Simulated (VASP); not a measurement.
# Pb (R-3m) in VASP: further runs

The runs below take Pb through single point, with LDA.

Program: VASP 6.6.1. These are calculated values, not measurements. Logs are shortened: lines on timing, memory, paths and dates and some standing lists are left out, and cuts for length are marked.

### Step 1. The cell of the first run

Symmetry: R-3m, No. 166, trigonal system. Conventional cell: a = 5.736 Å, b = 5.736 Å, c = 3.267 Å, α = 90.00°, β = 90.00°, γ = 120.00°. Pb (site symmetry -3m) has 14 Pb at 3.27 to 3.96 Å within 4.3 Å.

### Step 2. Single point, LDA

Input file INCAR:

```
SYSTEM = Pb
ALGO     = Fast           ! electronic algorithm
EDIFF    = 1E-6           ! SCF threshold, eV
ENCUT    = 520            ! plane-wave cutoff, eV
ISIF     = 2              ! what is computed and relaxed
ISMEAR   = 0              ! smearing method
LASPH    = .TRUE.         ! aspherical terms in the spheres
LCHARG   = .TRUE.         ! write CHGCAR
LELF     = .TRUE.         ! ELF
LREAL    = .FALSE.        ! projectors in reciprocal space
LVHAR    = .TRUE.       
LWAVE    = .FALSE.        ! write WAVECAR
NBANDS   = 13             ! bands
NELM     = 80             ! most SCF steps
PREC     = Accurate       ! precision mode
SIGMA    = 0.15           ! smearing width, eV
```

Input file KPOINTS:

```
k-points
0
G
  18 18 18
  0 0 0
```

Input file POSCAR:

```
Pb
1.0
   -2.0754549814      1.9808088259      1.9808088259
    1.9808088259     -2.0754549814      1.9808088259
    1.9808088259      1.9808088259     -2.0754549814
Pb
1
Direct
    0.0000000000      0.0000000000      0.0000000000
```

Potentials or basis: VASP PAW LDA potentials, release 64 (Pb_d).

The run is started by

```
$ cat potpaw_LDA.64/Pb_d/POTCAR > POTCAR
$ mpirun -np 1 vasp_std > vasp.out
```

OUTCAR:

```text
SYSTEM = Pb
   EDIFF = 1E-6
   ENCUT = 520
   ISIF = 2
   ISMEAR = 0
   LASPH = .TRUE.
   LREAL = .FALSE.
   NELM = 80
   PREC = Accurate

 ion  position               nearest neighbor table
   1  0.000  0.000  0.000-

  LATTYP: Found a trigonal (rhomboedric) cell.
 ALAT       =     3.4863620852
 COS(alpha) =    -0.3536531715

  Lattice vectors:

 A1 = (  -2.0754549814,   1.9808088259,   1.9808088259)
 A2 = (   1.9808088259,  -2.0754549814,   1.9808088259)
 A3 = (   1.9808088259,   1.9808088259,  -2.0754549814)

Analysis of symmetry for initial positions (statically):
=====================================================================
 Subroutine PRICEL returns:
 Original cell was already a primitive cell.

 Routine SETGRP: Setting up the symmetry group for a
 trigonal (rhombohedral) supercell.

 Subroutine GETGRP returns: Found 12 space group operations
 (whereof 12 operations were pure point group operations)
 out of a pool of 12 trial point group operations.

The static configuration has the point symmetry D_3d.

Analysis of symmetry for dynamics (positions and initial velocities):
=====================================================================
 Subroutine PRICEL returns:
 Original cell was already a primitive cell.

 Routine SETGRP: Setting up the symmetry group for a
 trigonal (rhombohedral) supercell.

 Subroutine GETGRP returns: Found 12 space group operations
 (whereof 12 operations were pure point group operations)
 out of a pool of 12 trial point group operations.

The dynamic configuration has the point symmetry D_3d.

 Subroutine INISYM returns: Found 12 space group operations
 (whereof 12 operations are pure point group operations),
 and found     1 'primitive' translations

----------------------------------------------------------------------------------------

                                     Primitive cell

  volume of cell :      31.0336

  direct lattice vectors                    reciprocal lattice vectors
    -2.075454981  1.980808826  1.980808826     0.012370796  0.258903085  0.258903085
     1.980808826 -2.075454981  1.980808826     0.258903085  0.012370796  0.258903085
     1.980808826  1.980808826 -2.075454981     0.258903085  0.258903085  0.012370796

  length of vectors
     3.486362085  3.486362085  3.486362085     0.366353178  0.366353178  0.366353178

  position of ions in fractional coordinates (direct lattice)
     0.000000000  0.000000000  0.000000000

  ion indices of the primitive-cell ions
   primitive index   ion index
                 1           1

----------------------------------------------------------------------------------------

 KPOINTS: k-points

Automatic generation of k-mesh.
 Grid dimensions read from file:
 generate k-points for:   18   18   18

 Generating k-lattice:

  Cartesian coordinates                     Fractional coordinates (reciprocal lattice)
     0.000687266  0.014383505  0.014383505     0.055555556  0.000000000  0.000000000
     0.014383505  0.000687266  0.014383505     0.000000000  0.055555556  0.000000000
     0.014383505  0.014383505  0.000687266     0.000000000  0.000000000  0.055555556

  Length of vectors
     0.020352954  0.020352954  0.020352954

  Shift w.r.t. Gamma in fractional coordinates (k-lattice)
     0.000000000  0.000000000  0.000000000

 Subroutine IBZKPT returns following result:
 ===========================================

 Found    580 irreducible k-points:

 Following reciprocal coordinates:
            Coordinates               Weight
  0.000000  0.000000  0.000000      1.000000
  0.055556  0.000000  0.000000      6.000000
  0.111111  0.000000  0.000000      6.000000
  0.166667  0.000000  0.000000      6.000000
  0.222222  0.000000  0.000000      6.000000
  0.277778  0.000000  0.000000      6.000000
[... 16 lines left out ...]
 -0.277778  0.055556 -0.000000     12.000000
 -0.222222  0.055556  0.000000     12.000000
 [... further k-points ...]
   k-points           NKPTS =    580   k-points in BZ     NKDIM =    580   number of bands    NBANDS=     13
   number of dos      NEDOS =    301   number of ions     NIONS =      1
   total plane-waves  NPLWV =  21952
   dimension x,y,z NGX =    28 NGY =   28 NGZ =   28
   dimension x,y,z NGXF=    56 NGYF=   56 NGZF=   56
   ions per type =               1
   NGX,Y,Z   is equivalent  to a cutoff of  13.35, 13.35, 13.35 a.u.
   NGXF,Y,Z  is equivalent  to a cutoff of  26.70, 26.70, 26.70 a.u.
 SYSTEM =  Pb
   PREC   = accura    normal or accurate (medium, high low for compatibility)
   ISTART =      0    job   : 0-new  1-cont  2-samecut
   ICHARG =      2    charge: 1-file 2-atom 10-const
   ISPIN  =      1    spin polarized calculation?
   LNONCOLLINEAR =      F non collinear calculations
   LSORBIT =      F    spin-orbit coupling
   LASPH  =      T    aspherical Exc in radial PAW
   ENCUT  =  520.0 eV  38.22 Ry    6.18 a.u.   6.48  6.48  6.48*2*pi/ulx,y,z
   NELM   =     80;   NELMIN=  2; NELMDL= -5     # of ELM steps
   EDIFF  = 0.1E-05   stopping-criterion for ELM
   LREAL  =      F    real-space projection
   EDIFFG = 0.1E-04   stopping-criterion for IOM
   NSW    =      0    number of steps for IOM
   IBRION =     -1    ionic relax: 0-MD 1-quasi-New 2-CG
   NFREE  =      0    steps in history (QN), initial steepest desc. (CG)
   ISIF   =      2    stress and relaxation
   ISYM   =      2    0-nonsym 1-usesym 2-fastsym
   POTIM  = 0.5000    time-step for ionic-motion
   TEBEG  =    0.0;   TEEND  =   0.0 temperature during run
   PSTRESS=    0.0 pullay stress
   NELECT =      14.0000    total number of electrons
   NUPDOWN=      -1.0000    fix difference up-down
   EMIN   =  10.00;   EMAX   =-10.00  energy-range for DOS
   EFERMI =   0.00;   METHOD = LEGACY
   ISMEAR =     0;   SIGMA  =   0.15  broadening in eV -4-tet -1-fermi 0-gaus
   EFERMI_NEDOS =   21; number of points for ismear=-14 and -15
   IALGO  =     68    algorithm
   IMIX   =      4    mixing-type and parameters
     AMIX     =   0.40;   BMIX     =  1.00
     AMIX_MAG =   1.60;   BMIX_MAG =  1.00
  volume/ion in A,a.u.               =      31.03       209.42
  Fermi-wavevector in a.u.,A,eV,Ry     =   1.255568  2.372680 21.448927  1.576452
  Thomas-Fermi vector in A             =   2.389319
   LORBIT       =      0    0 simple, 1 ext, 2 COOP (PROOUT), +10 PAW based schemes
   GGA     = CA    functional components
   LHFCALC =     F    Hartree Fock is set to
   AEXX    =    0.0000 exact exchange contribution
   IVDW    =     0    specifies the selected vdW correction
   LEPSILON=     F    determine dielectric tensor
   LRPA    =     F    only Hartree local field effects (RPA)
 non-spin polarized calculation
 RMM-DIIS sequential band-by-band and
 Gauss-broadening in eV      SIGMA  =   0.15
  energy-cutoff  :      520.00
  volume of cell :       31.03
 maximum number of plane-waves:       860
 NGX is ok and might be reduce to    28

 number of electron      13.9999998 magnetization

 Free energy of the ion-electron system (eV)
  ---------------------------------------------------
  ext. energy  EPLUGINS =         0.00000000
  ---------------------------------------------------
  free energy    TOTEN  =        -4.18537623 eV

  energy without entropy =       -4.17763100  energy(sigma->0) =       -4.18150362

 E-fermi :   6.7396     XC(G=0): -10.3438

 val. band max:        6.7327005202   @ k =   0.3333   0.2222   0.0000
 cond. band min:       6.7418316955   @ k =   0.2778   0.2222   0.0556
 fundamental gap:      0.0091311753
 Fermi energy:         6.7396117441

 k-point     1 :       0.0000    0.0000    0.0000
  band No.  band energies     occupation
      1     -10.3979      2.00000
      2     -10.2653      2.00000
      3     -10.2653      2.00000
      4     -10.0631      2.00000
      5     -10.0631      2.00000
      6      -4.8776      2.00000
      7      13.5196      0.00000
      8      13.5196      0.00000
      9      15.0212      0.00000
     10      17.3515      0.00000
     11      17.8197      0.00000
     12      18.3851      0.00000
     13      18.3852      0.00000

 k-point     2 :       0.0556    0.0000    0.0000
  band No.  band energies     occupation
      1     -10.3851      2.00000
      2     -10.2678      2.00000
      3     -10.2603      2.00000
      4     -10.0676      2.00000
      5     -10.0646      2.00000
      6      -4.8128      2.00000
      7      13.2202      0.00000
      8      13.4774      0.00000
      9      14.4356      0.00000
     10      17.2303      0.00000
     11      17.7580      0.00000
     12      18.1515      0.00000
     13      18.1520      0.00000

 k-point     3 :       0.1111    0.0000    0.0000
  band No.  band energies     occupation
      1     -10.3494      2.00000
      2     -10.2749      2.00000
      3     -10.2453      2.00000
      4     -10.0801      2.00000
      5     -10.0688      2.00000
      6      -4.6181      2.00000
      7      12.2774      0.00000
      8      13.3405      0.00000
      9      13.3708      0.00000
     10      16.8443      0.00000
     11      17.0336      0.00000
     12      17.6971      0.00000
     13      18.6524      0.00000

 k-point     4 :       0.1667    0.0000    0.0000
  band No.  band energies     occupation
      1     -10.3015      2.00000
      2     -10.2861      2.00000
      3     -10.2176      2.00000
      4     -10.0976      2.00000
      5     -10.0749      2.00000
      6      -4.2930      2.00000
      7      10.7600      0.00000
      8      12.4927      0.00000
      9      13.1002      0.00000
     10      16.0352      0.00000
     11      16.8340      0.00000
     12      17.3958      0.00000
     13      19.0231      0.00000

 k-point     5 :       0.2222    0.0000    0.0000
  band No.  band energies     occupation
      1     -10.3004      2.00000
      2     -10.2658      2.00000
      3     -10.1668      2.00000
      4     -10.1135      2.00000
      5     -10.0816      2.00000
      6      -3.8389      2.00000
      7       9.0685      0.00000
      8      11.7411      0.00000
      9      12.7838      0.00000
     10      15.3763      0.00000
     11      16.4928      0.00000
     12      17.5254      0.00000
     13      19.3204      0.00000
[... 257 lines left out ...]
 k-point    22 :      -0.3333    0.0556    0.0000
  band No.  band energies     occupation
      1     -10.3194      2.00000
      2     -10.2611      2.00000
      3     -10.1193      2.00000
      4     -10.0876      2.00000
      5     -10.0649      2.00000
      6      -2.9328      2.00000
      7       6.6880      1.37366
      8      10.3158      0.00000
      9      11.8963      0.00000
     10      15.1730      0.00000
     11      16.5530      0.00000
     12      17.9161      0.00000
     13      20.1734      0.00000

 k-point    23 :      -0.2778    0.0556   -0.0000
  band No.  band energies     occupation
      1     -10.3048      2.00000
      2     -10.2722      2.00000
      3     -10.1308      2.00000
      4     -10.1159      2.00000
      5     -10.0801      2.00000
      6      -3.5565      2.00000
      7       8.2376      0.00000
      8      10.9437      0.00000
      9      12.2167      0.00000
     10      15.6462      0.00000
     11      16.7465      0.00000
     12      17.6029      0.00000
     13      19.8550      0.00000

 k-point    24 :      -0.2222    0.0556    0.0000
  band No.  band energies     occupation
      1     -10.3089      2.00000
      2     -10.2903      2.00000
      3     -10.1793      2.00000
      4     -10.1031      2.00000
      5     -10.0730      2.00000
      6      -4.0639      2.00000
      7       9.7533      0.00000
      8      11.7879      0.00000
      9      12.5725      0.00000
     10      16.2237      0.00000
     11      16.6826      0.00000
     12      17.7715      0.00000
     13      19.5607      0.00000

 [... further k-points ...]

------------------------ aborting loop because EDIFF is reached ----------------------------------------

  FORCE on cell =-STRESS in cart. coord.  units (eV):
  Direction    XX          YY          ZZ          XY          YZ          ZX
  --------------------------------------------------------------------------------------
  -------------------------------------------------------------------------------------
  Total       -0.5189564     -0.5189564     -0.5189564      0.1829155      0.1829155      0.1829155
  in kB      -26.7922976    -26.7922976    -26.7922976      9.4434233      9.4434233      9.4434233
  external PRESSURE =     -26.7922976 kB  Pullay stress =       0.0000000 kB

 VOLUME and BASIS-vectors are now :
 -----------------------------------------------------------------------------
  energy-cutoff  :      520.00
  volume of cell :       31.03
      direct lattice vectors                 reciprocal lattice vectors
    -2.075454981  1.980808826  1.980808826     0.012370796  0.258903085  0.258903085
     1.980808826 -2.075454981  1.980808826     0.258903085  0.012370796  0.258903085
     1.980808826  1.980808826 -2.075454981     0.258903085  0.258903085  0.012370796

 POSITION                                       TOTAL-FORCE (eV/Angst)
 -----------------------------------------------------------------------------------
      0.00000      0.00000      0.00000        -0.000000      0.000000      0.000000
 -----------------------------------------------------------------------------------
    total drift:                               -0.000000     -0.000000     -0.000000

  FREE ENERGIE OF THE ION-ELECTRON SYSTEM (eV)
  ---------------------------------------------------
  free  energy   TOTEN  =        -4.1853762325 eV

  energy  without entropy=       -4.1776310014  energy(sigma->0) =       -4.18150362
```

Run time: 2.5 min. Hardware: 1 thread of Intel Xeon 6975P-C, shared host; peak memory 0.32 GiB.

What came out:

| Property | Result |
| --- | --- |
| Free energy | -4.1854 eV |
| Pressure | -2.7 GPa |
| Band gap on the k mesh | zero (band 7 reaches 13.52 eV, above the bottom of band 8 at 4.56 eV) |

Caveat: spin-orbit coupling is left out, which moves the levels of the heavy elements.

### Step 3. Single point, LDA

This run uses another cell than the first one, of the same volume but with other edges.

Input file INCAR:

```
SYSTEM = Pb
PREC = Accurate
ENCUT = 520
EDIFF = 1E-6
ISMEAR = 0
SIGMA = 0.15
LREAL = .False.
LASPH = .True.
NELM = 80
ALGO = Fast
ISIF = 2
LWAVE = .False.
LCHARG = .True.
LELF = .True.
LVHAR = .True.
NBANDS = 13
```

Input file KPOINTS:

```
Automatic mesh
0
Gamma
  18 18 18
  0 0 0
```

Input file POSCAR:

```
Pb
1.0
   -1.8780660323      1.9809737601      1.9809737601
    1.9809737601     -1.8780660323      1.9809737601
    1.9809737601      1.9809737601     -1.8780660323
Pb
1
Direct
    0.0000000000      0.0000000000      0.0000000000
```

Potentials or basis: VASP PAW LDA potentials, release 64 (Pb_d).

The run is started by

```
$ cat potpaw_LDA.64/Pb_d/POTCAR > POTCAR
$ mpirun -np 1 vasp_std > vasp.out
```

Run time: 2.5 min. Hardware: 1 thread of Intel Xeon 6975P-C, shared host; peak memory 0.32 GiB.

Results (log left out):

```
Free energy            : -4.1887 eV
Pressure               : -2.7 GPa
Band gap on the k mesh : zero (band 7 reaches 13.31 eV, above the bottom of band 8 at 4.73 eV)
```

Stress tensor (GPa, compression positive):
```
-2.72 -0.61 -0.61
-0.61 -2.72 -0.61
-0.61 -0.61 -2.72
```

Levels at points of the mesh, in eV from the Fermi level:
| k point | band 4 | band 5 | band 6 | band 7 | band 8 | band 9 | band 10 | band 11 |
| --- | --- | --- | --- | --- | --- | --- | --- | --- |
| (0.00, 0.00, 0.00) | -16.79 | -16.79 | -11.61 | 6.58 | 7.56 | 7.56 | 11.16 | 11.20 |
| (0.50, 0.00, 0.00) | -16.79 | -16.68 | -8.18 | -4.02 | 3.75 | 5.27 | 7.89 | 9.17 |
| (0.50, 0.50, 0.00) | -16.81 | -16.63 | -7.56 | -3.81 | 2.68 | 5.32 | 6.83 | 9.26 |
| (0.50, 0.50, 0.50) | -16.66 | -16.66 | -5.22 | -0.54 | -0.54 | 0.08 | 4.69 | 4.69 |

Caveat: spin-orbit coupling is left out, which moves the levels of the heavy elements.
